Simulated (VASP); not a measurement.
# BeNb2CuAg12 in VASP: notebook

Runs on BeNb2CuAg12. Level: PBE. Tasks: single point.

Program: VASP 6.6.1. These are calculated values, not measurements. Logs are shortened: lines on timing, memory, paths and dates and some standing lists are left out, and cuts for length are marked.

## (1) The cell of the first run

The cell holds an amorphous packing of atoms, 16 atoms: a = 6.521 Å, b = 6.253 Å, c = 6.507 Å, α = 90.50°, β = 90.86°, γ = 95.43°.

## (2) Single point, PBE

The input, INCAR:

```
SYSTEM = BeNb2CuAg12
PREC = Accurate
ENCUT = 520
EDIFF = 1E-6
ISMEAR = -1
SIGMA = 0.0724
LREAL = Auto
LASPH = .TRUE.
NELM = 80
ALGO = Normal
ISIF = 2
LWAVE = .FALSE.
LCHARG = .TRUE.
GGA = PE
LELF = .TRUE.
LVHAR = .TRUE.
ISYM = 0
NBANDS = 100
```

The input, KPOINTS:

```
Automatic mesh
0
Gamma
  1 1 1
  0.25 0.25 0.25
```

The input, POSCAR:

```
BeNb2CuAg12
1.0
    6.5133610000     -0.3026030000     -0.0497390000
   -0.3026030000      6.2459810000     -0.0287500000
   -0.0497390000     -0.0287500000      6.5065590000
Ag Nb Be Cu
12 2 1 1
Direct
    0.5039267892      0.4269193953      0.8137277703
    0.2554292690      0.1397333077      0.5972842372
    0.5279748753      0.9333615113      0.3201907622
    0.0080859941      0.3860558782      0.3262898708
    0.8040250825      0.1805457126      0.0401282910
   -0.0057553665      0.8869122870      0.8010394530
    0.7925701083      0.1483539553      0.5901180364
    0.0582300863      0.4469684471      0.8437158026
    0.7328236876      0.6284364710      0.1052386470
    0.7487097551      0.6153902712      0.5488042981
    0.4593811784      0.4250696798      0.3237920249
    0.4989484146      0.8619733297      0.7979740026
    0.0485266789      0.9316694687      0.2590080511
    0.2865699799      0.1366599813      0.0666682157
    0.2917136338      0.6927136977      0.0481103857
    0.1825855064      0.6658183576      0.5377004801
```

Potentials or basis: VASP PAW PBE potentials, release 64 (Ag, Nb_sv, Be, Cu).

Run with:

```
cat potpaw_PBE.64/Ag/POTCAR potpaw_PBE.64/Nb_sv/POTCAR potpaw_PBE.64/Be/POTCAR potpaw_PBE.64/Cu/POTCAR > POTCAR
mpirun -np 1 vasp_std > vasp.out
```

OUTCAR:

```text
SYSTEM = BeNb2CuAg12
   PREC = Accurate
   ENCUT = 520
   EDIFF = 1E-6
   ISMEAR = -1
   LREAL = Auto
   LASPH = .TRUE.
   NELM = 80
   ISIF = 2
   GGA = PE
   ISYM = 0

 ion  position               nearest neighbor table
   1  0.504  0.427  0.814-  10 2.58   9 2.63   2 2.68  12 2.73  15 2.73  14 2.77   8 2.93   5 2.98
                             7 3.06  11 3.20  11 3.34  12 3.53   8 3.61
   2  0.255  0.140  0.597-   6 2.60   1 2.68  12 2.78  11 2.79  13 2.81   8 2.90   4 2.92   3 2.93
                            16 2.98   7 3.02  14 3.06   7 3.50
   3  0.528  0.933  0.320-  14 2.67  15 2.68   7 2.70   9 2.81   2 2.93   5 2.93  10 2.96  16 3.05
                            13 3.14  11 3.15  12 3.15  11 3.17  12 3.42
   4  0.008  0.386  0.326-  16 2.40   5 2.54   7 2.62  10 2.74   9 2.84  13 2.91   2 2.92  11 2.93
                            14 3.03   8 3.18   8 3.39
   5  0.804  0.181  0.040-   4 2.54   8 2.60  13 2.73   6 2.79   9 2.91   3 2.93   7 2.93   1 2.98
                            12 3.08  14 3.19  11 3.39   9 3.47   7 3.59
   6  0.994  0.887  0.801-   7 2.58  16 2.59   2 2.60  10 2.74   5 2.79   8 2.84  15 2.86  14 2.89
                            13 3.00   9 3.01  12 3.22  12 3.31   8 3.50
   7  0.793  0.148  0.590-   6 2.58   4 2.62   3 2.70  12 2.86   8 2.91   5 2.93  10 2.98   2 3.02
                             1 3.06  13 3.12  10 3.33  11 3.37   2 3.50   5 3.59
   8  0.058  0.447  0.844-  15 2.43  16 2.53   5 2.60   6 2.84   2 2.90   7 2.91   1 2.93  14 2.94
                            10 3.03   9 3.04   4 3.18   4 3.39   6 3.50   1 3.61
   9  0.733  0.628  0.105-  11 2.55   1 2.63   3 2.81  13 2.83   4 2.84  10 2.89   5 2.91  15 2.96
                            12 2.97   6 3.01   8 3.04   5 3.47
  10  0.749  0.615  0.549-  11 2.57   1 2.58   6 2.74   4 2.74  16 2.82  12 2.86   9 2.89   3 2.96
                             7 2.98   8 3.03  13 3.28   7 3.33
  11  0.459  0.425  0.324-   9 2.55  10 2.57  14 2.61  15 2.75   2 2.79  16 2.83   4 2.93   3 3.15
                             3 3.17   1 3.20   1 3.34   7 3.37   5 3.39
  12  0.499  0.862  0.798-  15 2.33   1 2.73   2 2.78  16 2.83  10 2.86   7 2.86  14 2.90   9 2.97
                             5 3.08   3 3.15   6 3.22   6 3.31   3 3.42   1 3.53
  13  0.049  0.932  0.259-  14 2.31  16 2.66  15 2.67   5 2.73   2 2.81   9 2.83   4 2.91   6 3.00
                             7 3.12   3 3.14  10 3.28
  14  0.287  0.137  0.067-  13 2.31  11 2.61   3 2.67   1 2.77   6 2.89  12 2.90   8 2.94   4 3.03
                             2 3.06   5 3.19
  15  0.292  0.693  0.048-  12 2.33   8 2.43  13 2.67   3 2.68   1 2.73  11 2.75   6 2.86   9 2.96

  16  0.183  0.666  0.538-   4 2.40   8 2.53   6 2.59  13 2.66  10 2.82  12 2.83  11 2.83   2 2.98
                             3 3.05

IMPORTANT INFORMATION: All symmetrisations will be switched off!
NOSYMM: (Re-)initialisation of all symmetry stuff for point group C_1.

[... 112 lines left out ...]
   EFERMI =   0.00;   METHOD = LEGACY
   ISMEAR =    -1;   SIGMA  =   0.07  broadening in eV -4-tet -1-fermi 0-gaus
   EFERMI_NEDOS =   21; number of points for ismear=-14 and -15
   IALGO  =     38    algorithm
   IMIX   =      4    mixing-type and parameters
     AMIX     =   0.40;   BMIX     =  1.00
     AMIX_MAG =   1.60;   BMIX_MAG =  1.00
  volume/ion in A,a.u.               =      16.51       111.38
  Fermi-wavevector in a.u.,A,eV,Ry     =   1.416313  2.676443 27.292505  2.005943
  Thomas-Fermi vector in A             =   2.537660
   LORBIT       =      0    0 simple, 1 ext, 2 COOP (PROOUT), +10 PAW based schemes
   GGA     = PE    functional components
   LHFCALC =     F    Hartree Fock is set to
   AEXX    =    0.0000 exact exchange contribution
   IVDW    =     0    specifies the selected vdW correction
   LEPSILON=     F    determine dielectric tensor
   LRPA    =     F    only Hartree local field effects (RPA)
 non-spin polarized calculation
  energy-cutoff  :      520.00
  volume of cell :      264.08
 maximum number of plane-waves:      7120
 NGX is ok and might be reduce to    48
   NGX = 25   NGY = 23   NGZ = 25

 number of electron     171.0000006 magnetization

 Free energy of the ion-electron system (eV)
  ---------------------------------------------------
  ext. energy  EPLUGINS =         0.00000000
  ---------------------------------------------------
  free energy    TOTEN  =       -54.71145657 eV

  energy without entropy =      -54.53898876  energy(sigma->0) =      -54.62522266

 E-fermi :   8.9660     XC(G=0): -12.1171

 val. band max:        8.7486916517   @ k =   0.2500   0.2500   0.2500
 cond. band min:       8.9756595923   @ k =   0.2500   0.2500   0.2500
 fundamental gap:      0.2269679407
 Fermi energy:         8.9660453940

 k-point     1 :       0.2500    0.2500    0.2500
  band No.  band energies     occupation
      1     -45.8274      2.00000
      2     -45.3728      2.00000
      3     -22.7875      2.00000
      4     -22.0304      2.00000
      5     -21.9181      2.00000
      6     -21.6837      2.00000
[... 89 lines left out ...]
     96      12.0671      0.00000
     97      12.3672      0.00000
 [bands above 97 left out]

------------------------ aborting loop because EDIFF is reached ----------------------------------------

  FORCE on cell =-STRESS in cart. coord.  units (eV):
  Direction    XX          YY          ZZ          XY          YZ          ZX
  --------------------------------------------------------------------------------------
  -------------------------------------------------------------------------------------
  Total       13.8837544     16.3314672     17.6221316      9.3578827      1.0382770      4.2998997
  in kB       84.2315191     99.0815775    106.9119248     56.7734524      6.2991355     26.0871138
  external PRESSURE =      96.7416738 kB  Pullay stress =       0.0000000 kB

 VOLUME and BASIS-vectors are now :
 -----------------------------------------------------------------------------
  energy-cutoff  :      520.00
  volume of cell :      264.08
      direct lattice vectors                 reciprocal lattice vectors
     6.513361000 -0.302603000 -0.049739000     0.153886430  0.007461000  0.001209343
    -0.302603000  6.245981000 -0.028750000     0.007461000  0.160467947  0.000766082
    -0.049739000 -0.028750000  6.506559000     0.001209343  0.000766082  0.153703698

 POSITION                                       TOTAL-FORCE (eV/Angst)
 -----------------------------------------------------------------------------------
      3.11260      2.49065      5.25723        -0.727624     -0.591574      0.225448
      1.59171      0.77831      3.86954         0.482527      0.429041     -0.688018
      3.14053      5.66079      2.03024         0.013194     -0.648280      0.248582
     -0.08038      2.39947      2.11152         1.312074      0.670424     -0.663344
      5.18028      0.88323      0.21592        -1.964038     -0.884253     -0.498715
      6.16765      5.21575      5.13706         0.067429     -1.075267      1.278129
[... 8 lines left out ...]
      1.68803      4.23702      0.27861        -0.375225      0.233458      0.610526
      0.96102      4.08798      3.47036         1.258376      0.973679      0.040035
 -----------------------------------------------------------------------------------
    total drift:                                0.006009      0.006647      0.003048

  FREE ENERGIE OF THE ION-ELECTRON SYSTEM (eV)
  ---------------------------------------------------
  free  energy   TOTEN  =       -54.7114565678 eV

  energy  without entropy=      -54.5389887593  energy(sigma->0) =      -54.62522266
```

OSZICAR:

```text
N       E                     dE             d eps       ncg     rms          rms(c)
DAV:   1     0.180015298382E+04    0.18002E+04   -0.83766E+04   200   0.184E+03
DAV:   2     0.125616688254E+03   -0.16745E+04   -0.16073E+04   204   0.511E+02
DAV:   3    -0.458641041805E+02   -0.17148E+03   -0.15459E+03   240   0.160E+02
DAV:   4    -0.612199125284E+02   -0.15356E+02   -0.14871E+02   296   0.450E+01
DAV:   5    -0.625699836624E+02   -0.13501E+01   -0.13423E+01   360   0.127E+01    0.255E+01
DAV:   6    -0.578857208930E+02    0.46843E+01   -0.55279E+01   288   0.832E+01    0.183E+01
DAV:   7    -0.549594295116E+02    0.29263E+01   -0.24538E+01   264   0.852E+01    0.101E+01
DAV:   8    -0.548939910462E+02    0.65438E-01   -0.43999E+00   304   0.953E+00    0.704E+00
DAV:   9    -0.547985067809E+02    0.95484E-01   -0.19464E+00   288   0.209E+01    0.330E+00
DAV:  10    -0.547200747408E+02    0.78432E-01   -0.41932E-01   296   0.115E+01    0.861E-01
DAV:  11    -0.547123716441E+02    0.77031E-02   -0.10558E-01   304   0.399E+00    0.471E-01
DAV:  12    -0.547123691159E+02    0.25282E-05   -0.22641E-02   312   0.128E+00    0.313E-01
DAV:  13    -0.547115941242E+02    0.77499E-03   -0.79727E-03   304   0.831E-01    0.166E-01
DAV:  14    -0.547114492171E+02    0.14491E-03   -0.15636E-03   304   0.446E-01    0.364E-02
DAV:  15    -0.547114578308E+02   -0.86137E-05   -0.15002E-04   248   0.542E-02    0.210E-02
DAV:  16    -0.547114548389E+02    0.29919E-05   -0.16652E-05   288   0.401E-02    0.773E-03
DAV:  17    -0.547114563446E+02   -0.15057E-05   -0.22807E-06   168   0.132E-02    0.259E-03
DAV:  18    -0.547114565678E+02   -0.22320E-06   -0.64758E-07   112   0.428E-03
   1 F= -.54711457E+02 E0= -.54625223E+02  d E =-.172468E+00
```

stdout:

```text
POSCAR found type information on POSCAR AgNbBeCu
 POSCAR found :  4 types and      16 ions
 scaLAPACK will be used
 LDA part: xc-table for (Slater+PW92), standard interpolation
 POSCAR, INCAR and KPOINTS ok, starting setup
 FFT: planning ... GRIDC
 FFT: planning ... GRID_SOFT
 FFT: planning ... GRID
 WAVECAR not read
 entering main loop
```

Wall time 2 min (1 thread of Intel Xeon Platinum 8259CL at 2.50GHz (Skylake/Cascade Lake), shared host); peak memory 0.33 GiB.

What came out:

```yaml
Free_energy: -54.7115 eV
Pressure: 9.7 GPa
Largest_force: 2.211 eV/Å
```

Forces in eV/Å, atoms in the order of the input:
```
Ag  -0.728 -0.592  0.225
Ag   0.483  0.429 -0.688
Ag   0.013 -0.648  0.249
Ag   1.312  0.670 -0.663
Ag  -1.964 -0.884 -0.499
Ag   0.067 -1.075  1.278
Ag  -1.114  0.162 -0.117
Ag   0.356  0.001 -0.068
Ag   0.832  0.707 -0.881
Ag   1.413  1.281 -0.045
Ag  -0.998 -0.184  1.039
Ag   0.553  0.679 -0.123
Nb  -0.244 -1.480  0.947
Nb  -0.866 -0.272 -1.305
Be  -0.375  0.233  0.611
Cu   1.258  0.974  0.040
```

Caveat: the k points lie up to 1.01 Å⁻¹ apart.

(Part 1 of 2 ends here.)
